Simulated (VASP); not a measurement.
# Ni (Im-3m) in VASP: further runs

Ni is run at these levels: PBE, r2SCAN; tasks: single point.

Everything below comes from runs of VASP 6.6.1. Logs are shortened: lines on timing, memory, paths and dates and some standing lists are left out, and cuts for length are marked.

### Step 1. The cell of the first run

Symmetry: Im-3m, No. 229, cubic system. Conventional cell: a = 2.767 Å, b = 2.767 Å, c = 2.767 Å, α = 90.00°, β = 90.00°, γ = 90.00°. Ni (site symmetry m-3m) has 14 Ni at 2.40 to 2.77 Å within 3.2 Å.

This isn't the form of Ni at room conditions, which is fcc.

### Step 2. Single point, PBE, collinear spin, ferromagnetic start

File INCAR:

```
PREC     = Accurate       # precision mode
ENCUT    = 600            # plane-wave cutoff, eV
EDIFF    = 1E-6           # SCF threshold, eV
ISMEAR   = 0              # smearing method
SIGMA    = 0.1            # smearing width, eV
LREAL    = False          # projectors in reciprocal space
LASPH    = True           # aspherical terms in the spheres
NELM     = 200            # most SCF steps
ALGO     = Normal         # electronic algorithm
ISIF     = 2              # what is computed and relaxed
LWAVE    = False          # write WAVECAR
LCHARG   = True           # write CHGCAR
ISPIN    = 2              # spin polarisation
MAGMOM   = 2              # initial moments
LORBIT   = 11             # projections on sites
LMAXMIX  = 4              # l up to which the mixer works
GGA      = PE             # functional
LELF     = True           # ELF
LVHAR    = True         
NBANDS   = 15             # bands
GGA_COMPAT= False
```

File KPOINTS:

```
Automatic mesh
0
Gamma
  10 10 10
```

File POSCAR:

```
Ni
1.0
   -1.3837154700      1.3837154700      1.3837154700
    1.3837154700     -1.3837154700      1.3837154700
    1.3837154700      1.3837154700     -1.3837154700
Ni
1
Direct
    0.0000000000      0.0000000000      0.0000000000
```

Potentials or basis: VASP PAW PBE potentials, release 64 (Ni).

Launch:

```
$ cat potpaw_PBE.64/Ni/POTCAR > POTCAR
$ mpirun -np 1 vasp_std > vasp.out
```

OUTCAR:

```text
PREC = Accurate
   ENCUT = 600
   EDIFF = 1E-6
   ISMEAR = 0
   LREAL = False
   LASPH = True
   NELM = 200
   ISIF = 2
   ISPIN = 2
   LORBIT = 11
   GGA = PE

 ion  position               nearest neighbor table
   1  0.000  0.000  0.000-

  LATTYP: Found a body centered cubic cell.
 ALAT       =     2.7674309400

  Lattice vectors:

 A1 = (  -1.3837154700,   1.3837154700,   1.3837154700)
 A2 = (   1.3837154700,  -1.3837154700,   1.3837154700)
 A3 = (   1.3837154700,   1.3837154700,  -1.3837154700)

Analysis of symmetry for initial positions (statically):
=====================================================================
 Subroutine PRICEL returns:
 Original cell was already a primitive cell.

 Routine SETGRP: Setting up the symmetry group for a
 body centered cubic supercell.

 Subroutine GETGRP returns: Found 48 space group operations
 (whereof 48 operations were pure point group operations)
 out of a pool of 48 trial point group operations.

The static configuration has the point symmetry O_h .

Analysis of symmetry for dynamics (positions and initial velocities):
=====================================================================
 Subroutine PRICEL returns:
 Original cell was already a primitive cell.

 Routine SETGRP: Setting up the symmetry group for a
 body centered cubic supercell.

 Subroutine GETGRP returns: Found 48 space group operations
 (whereof 48 operations were pure point group operations)
 out of a pool of 48 trial point group operations.

The dynamic configuration has the point symmetry O_h .

Analysis of structural, dynamic, and magnetic symmetry:
=====================================================================
 Subroutine PRICEL returns:
 Original cell was already a primitive cell.

 Routine SETGRP: Setting up the symmetry group for a
 body centered cubic supercell.

 Subroutine GETGRP returns: Found 48 space group operations
 (whereof 48 operations were pure point group operations)
 out of a pool of 48 trial point group operations.

The overall configuration has the point symmetry O_h .

 Subroutine INISYM returns: Found 48 space group operations
 (whereof 48 operations are pure point group operations),
 and found     1 'primitive' translations

----------------------------------------------------------------------------------------

                                     Primitive cell

  volume of cell :      10.5974

  direct lattice vectors                    reciprocal lattice vectors
    -1.383715470  1.383715470  1.383715470     0.000000000  0.361345964  0.361345964
     1.383715470 -1.383715470  1.383715470     0.361345964  0.000000000  0.361345964
     1.383715470  1.383715470 -1.383715470     0.361345964  0.361345964  0.000000000

  length of vectors
     2.396665497  2.396665497  2.396665497     0.511020363  0.511020363  0.511020363

  position of ions in fractional coordinates (direct lattice)
     0.000000000  0.000000000  0.000000000

  ion indices of the primitive-cell ions
   primitive index   ion index
                 1           1

----------------------------------------------------------------------------------------

 KPOINTS: Automatic mesh

Automatic generation of k-mesh.
 Grid dimensions read from file:
 generate k-points for:   10   10   10

 Generating k-lattice:

  Cartesian coordinates                     Fractional coordinates (reciprocal lattice)
     0.000000000  0.036134596  0.036134596     0.100000000  0.000000000  0.000000000
     0.036134596  0.000000000  0.036134596     0.000000000  0.100000000  0.000000000
     0.036134596  0.036134596  0.000000000     0.000000000  0.000000000  0.100000000

  Length of vectors
     0.051102036  0.051102036  0.051102036

  Shift w.r.t. Gamma in fractional coordinates (k-lattice)
     0.000000000  0.000000000  0.000000000

 Subroutine IBZKPT returns following result:
 ===========================================

 Found     47 irreducible k-points:

 Following reciprocal coordinates:
            Coordinates               Weight
  0.000000  0.000000  0.000000      1.000000
  0.100000  0.000000  0.000000     12.000000
  0.200000  0.000000  0.000000     12.000000
  0.300000  0.000000  0.000000     12.000000
  0.400000  0.000000  0.000000     12.000000
  0.500000  0.000000  0.000000      6.000000
[... 16 lines left out ...]
  0.300000  0.300000  0.100000      8.000000
 -0.300000  0.300000  0.100000     24.000000
 [... further k-points ...]
   k-points           NKPTS =     47   k-points in BZ     NKDIM =     47   number of bands    NBANDS=     15
   number of dos      NEDOS =    301   number of ions     NIONS =      1
   total plane-waves  NPLWV =   8000
   dimension x,y,z NGX =    20 NGY =   20 NGZ =   20
   dimension x,y,z NGXF=    40 NGYF=   40 NGZF=   40
   ions per type =               1
   NGX,Y,Z   is equivalent  to a cutoff of  13.87, 13.87, 13.87 a.u.
   NGXF,Y,Z  is equivalent  to a cutoff of  27.75, 27.75, 27.75 a.u.
 SYSTEM =  unknown system
   PREC   = accura    normal or accurate (medium, high low for compatibility)
   ISTART =      0    job   : 0-new  1-cont  2-samecut
   ICHARG =      2    charge: 1-file 2-atom 10-const
   ISPIN  =      2    spin polarized calculation?
   LNONCOLLINEAR =      F non collinear calculations
   LSORBIT =      F    spin-orbit coupling
   LASPH  =      T    aspherical Exc in radial PAW
   ENCUT  =  600.0 eV  44.10 Ry    6.64 a.u.   4.79  4.79  4.79*2*pi/ulx,y,z
   NELM   =    200;   NELMIN=  2; NELMDL= -5     # of ELM steps
   EDIFF  = 0.1E-05   stopping-criterion for ELM
   LREAL  =      F    real-space projection
   EDIFFG = 0.1E-04   stopping-criterion for IOM
   NSW    =      0    number of steps for IOM
   IBRION =     -1    ionic relax: 0-MD 1-quasi-New 2-CG
   NFREE  =      0    steps in history (QN), initial steepest desc. (CG)
   ISIF   =      2    stress and relaxation
   ISYM   =      2    0-nonsym 1-usesym 2-fastsym
   POTIM  = 0.5000    time-step for ionic-motion
   TEBEG  =    0.0;   TEEND  =   0.0 temperature during run
   PSTRESS=    0.0 pullay stress
   NELECT =      10.0000    total number of electrons
   NUPDOWN=      -1.0000    fix difference up-down
   EMIN   =  10.00;   EMAX   =-10.00  energy-range for DOS
   EFERMI =   0.00;   METHOD = LEGACY
   ISMEAR =     0;   SIGMA  =   0.10  broadening in eV -4-tet -1-fermi 0-gaus
   EFERMI_NEDOS =   21; number of points for ismear=-14 and -15
   IALGO  =     38    algorithm
   IMIX   =      4    mixing-type and parameters
     AMIX     =   0.40;   BMIX     =  1.00
     AMIX_MAG =   1.60;   BMIX_MAG =  1.00
  volume/ion in A,a.u.               =      10.60        71.51
  Fermi-wavevector in a.u.,A,eV,Ry     =   1.605738  3.034405 35.081190  2.578395
  Thomas-Fermi vector in A             =   2.702037
   LORBIT       =     11    0 simple, 1 ext, 2 COOP (PROOUT), +10 PAW based schemes
   GGA     = PE    functional components
   LHFCALC =     F    Hartree Fock is set to
   AEXX    =    0.0000 exact exchange contribution
   IVDW    =     0    specifies the selected vdW correction
   LEPSILON=     F    determine dielectric tensor
   LRPA    =     F    only Hartree local field effects (RPA)
 spin polarized calculation
 Gauss-broadening in eV      SIGMA  =   0.10
  energy-cutoff  :      600.00
  volume of cell :       10.60
 maximum number of plane-waves:       370
   NGX =  9   NGY =  9   NGZ =  9

 number of electron      10.0000001 magnetization       0.4334150

 Free energy of the ion-electron system (eV)
  ---------------------------------------------------
  ext. energy  EPLUGINS =         0.00000000
  ---------------------------------------------------
  free energy    TOTEN  =        -5.36764876 eV

  energy without entropy =       -5.35699690  energy(sigma->0) =       -5.36232283

 E-fermi :   9.6006     XC(G=0): -13.4045

 val. band max:        9.5964468181   @ k =   0.5000   0.5000   0.2000
 cond. band min:       9.6081957279   @ k =   0.3000   0.1000   0.0000
 fundamental gap:      0.0117489098
 Fermi energy:         9.6005889112

 spin component 1

 k-point     1 :       0.0000    0.0000    0.0000
  band No.  band energies     occupation
      1       0.5583      1.00000
      2       7.3402      1.00000
      3       7.3402      1.00000
      4       7.3402      1.00000
      5       8.8078      1.00000
      6       8.8078      1.00000
      7      36.3501      0.00000
      8      36.3501      0.00000
      9      36.3501      0.00000
     10      41.4351      0.00000
     11      41.4351      0.00000
     12      42.7025      0.00000
     13      42.7025      0.00000
     14      42.7025      0.00000
     15      43.3633      0.00000
[... 397 lines left out ...]
 k-point    24 :      -0.3000    0.3000    0.1000
  band No.  band energies     occupation
      1       4.0841      1.00000
      2       6.9026      1.00000
      3       7.2278      1.00000
      4       8.3265      1.00000
      5       8.7367      1.00000
      6       9.2146      1.00000
      7      23.3938      0.00000
      8      29.9556      0.00000
      9      30.1420      0.00000
     10      37.0217      0.00000
     11      37.6105      0.00000
     12      40.4689      0.00000
     13      50.6423      0.00000
     14      50.8756      0.00000
     15      54.0467      0.00000

 [... further k-points ...]

 spin component 2

 k-point     1 :       0.0000    0.0000    0.0000
  band No.  band energies     occupation
      1       0.5406      1.00000
      2       7.8866      1.00000
      3       7.8866      1.00000
      4       7.8866      1.00000
      5       9.1656      1.00000
      6       9.1656      1.00000
      7      36.2644      0.00000
      8      36.2644      0.00000
      9      36.2644      0.00000
     10      41.3665      0.00000
     11      41.3665      0.00000
     12      42.8392      0.00000
     13      42.8392      0.00000
     14      42.8392      0.00000
     15      43.4837      0.00000
[... 397 lines left out ...]
 k-point    24 :      -0.3000    0.3000    0.1000
  band No.  band energies     occupation
      1       4.1274      1.00000
      2       7.4186      1.00000
      3       7.5802      1.00000
      4       8.7640      1.00000
      5       9.3265      0.99995
      6       9.5623      0.70614
      7      23.5028      0.00000
      8      30.0598      0.00000
      9      30.1154      0.00000
     10      37.0432      0.00000
     11      37.6760      0.00000
     12      40.5002      0.00000
     13      50.6540      0.00000
     14      50.9057      0.00000
     15      54.4266      0.00000

 [... further k-points ...]
[... 5 lines left out ...]
  --------------------------------------------------------------------------------------
  -------------------------------------------------------------------------------------
  Total        0.4555342      0.4555342      0.4555342     -0.0000000      0.0000000     -0.0000000
  in kB       68.8701691     68.8701691     68.8701691     -0.0000000      0.0000000     -0.0000000
  external PRESSURE =      68.8701691 kB  Pullay stress =       0.0000000 kB

 VOLUME and BASIS-vectors are now :
 -----------------------------------------------------------------------------
  energy-cutoff  :      600.00
  volume of cell :       10.60
      direct lattice vectors                 reciprocal lattice vectors
    -1.383715470  1.383715470  1.383715470     0.000000000  0.361345964  0.361345964
     1.383715470 -1.383715470  1.383715470     0.361345964  0.000000000  0.361345964
     1.383715470  1.383715470 -1.383715470     0.361345964  0.361345964  0.000000000

 POSITION                                       TOTAL-FORCE (eV/Angst)
 -----------------------------------------------------------------------------------
      0.00000      0.00000      0.00000         0.000000      0.000000      0.000000
 -----------------------------------------------------------------------------------
    total drift:                                0.000000     -0.000000     -0.000000

  FREE ENERGIE OF THE ION-ELECTRON SYSTEM (eV)
  ---------------------------------------------------
  free  energy   TOTEN  =        -5.3676487632 eV

  energy  without entropy=       -5.3569969012  energy(sigma->0) =       -5.36232283

 total charge

# of ion       s       p       d       tot
------------------------------------------
    1        0.501   0.509   8.353   9.363

 magnetization (x)

# of ion       s       p       d       tot
------------------------------------------
    1       -0.005  -0.015   0.460   0.439
```

It took 19 s on 1 thread of Intel Xeon Platinum 8488C (Sapphire Rapids), shared host; peak memory 0.14 GiB.

What came out:

| Item | Value |
| --- | --- |
| Free energy | -5.3676 eV |
| Pressure | 6.9 GPa |
| Net moment | 0.43 μB per cell |
| Site moments | Ni +0.44 μB |
| Valence electrons inside the program's atomic spheres | Ni 9.36 |

Caveat: the cell stands under pressure.

### Step 3. Single point, r2SCAN, collinear spin, ferromagnetic start

This run uses another cell than the first one, of 10.98 Å³/atom.

File POSCAR:

```
Ni
1.0
   -1.4002397442      1.4002397442      1.4002397442
    1.4002397442     -1.4002397442      1.4002397442
    1.4002397442      1.4002397442     -1.4002397442
Ni
1
Direct
    0.0000000000      0.0000000000      0.0000000000
```

File INCAR.step1:

```
SYSTEM = Ni
  PREC = Accurate
  ENCUT = 520
  ISMEAR = 0
  SIGMA = 0.1
  LREAL = .FALSE.
  LASPH = .TRUE.
  NELM = 150
  ISPIN = 2
  MAGMOM = 0.64
  LMAXMIX = 4
  NBANDS = 15
  GGA = PE
  ALGO = Normal
  EDIFF = 1E-4
  LWAVE = .TRUE.
  LCHARG = .FALSE.
```

File INCAR.step2:

```
SYSTEM = Ni
  PREC = Accurate
  ENCUT = 520
  EDIFF = 1E-6
  ISMEAR = 0
  SIGMA = 0.1
  LREAL = .FALSE.
  LASPH = .TRUE.
  NELM = 150
  ALGO = Normal
  ISIF = 2
  LWAVE = .FALSE.
  LCHARG = .FALSE.
  ISPIN = 2
  MAGMOM = 0.64
  LORBIT = 11
  LMAXMIX = 4
  METAGGA = R2SCAN
  LMIXTAU = .TRUE.
  NBANDS = 15
  ISTART = 1
```

File KPOINTS:

```
Automatic mesh
0
G
  22 22 22
  0 0 0
```

Potentials or basis: VASP PAW PBE potentials, release 64 (Ni).

Launch:

```
$ cat potpaw_PBE.64/Ni/POTCAR > POTCAR
$ cp INCAR.step1 INCAR
$ mpirun -np 1 vasp_std > vasp.out
$ cp INCAR.step2 INCAR
$ mpirun -np 1 vasp_std > vasp.out
```

Wall time 4.9 min (1 thread of Intel Xeon Platinum 8259CL at 2.50GHz (Skylake/Cascade Lake), shared host); peak memory 0.19 GiB.

It converged, with:

* Free energy: -11.8255 eV
* Pressure: -6.7 GPa
* Net moment: 0.64 μB per cell
* Site moments: Ni +0.66 μB
* Valence electrons inside the program's atomic spheres: Ni 9.34

Levels at points of the mesh, in eV from the Fermi level:
Spin up:
```csv
k point,band 1,band 2,band 3,band 4,band 5,band 6,band 7,band 8,band 9,band 10
"(0.00, 0.00, 0.00)",-9.16,-2.64,-2.64,-2.64,-1.13,-1.13,27.36,27.36,27.36,32.32
"(0.50, 0.00, 0.00)",-4.87,-3.54,-1.24,-0.98,-0.43,0.27,6.53,19.80,20.79,24.29
"(0.50, 0.50, 0.50)",-4.43,-4.43,-0.64,-0.64,-0.64,10.16,10.16,10.16,15.88,15.88
```
Spin down:
| k point | band 3 | band 4 | band 5 | band 6 | band 7 | band 8 |
| --- | --- | --- | --- | --- | --- | --- |
| (0.00, 0.00, 0.00) | -1.47 | -1.47 | -0.51 | -0.51 | 27.32 | 27.32 |
| (0.50, 0.00, 0.00) | -0.43 | -0.34 | 0.09 | 0.91 | 7.07 | 19.74 |
| (0.50, 0.50, 0.50) | 0.68 | 0.68 | 0.68 | 10.18 | 10.18 | 10.18 |

Caveat: the cell stands under tension; the PAW data sets were made with another functional, which shifts forces and pressure a little.
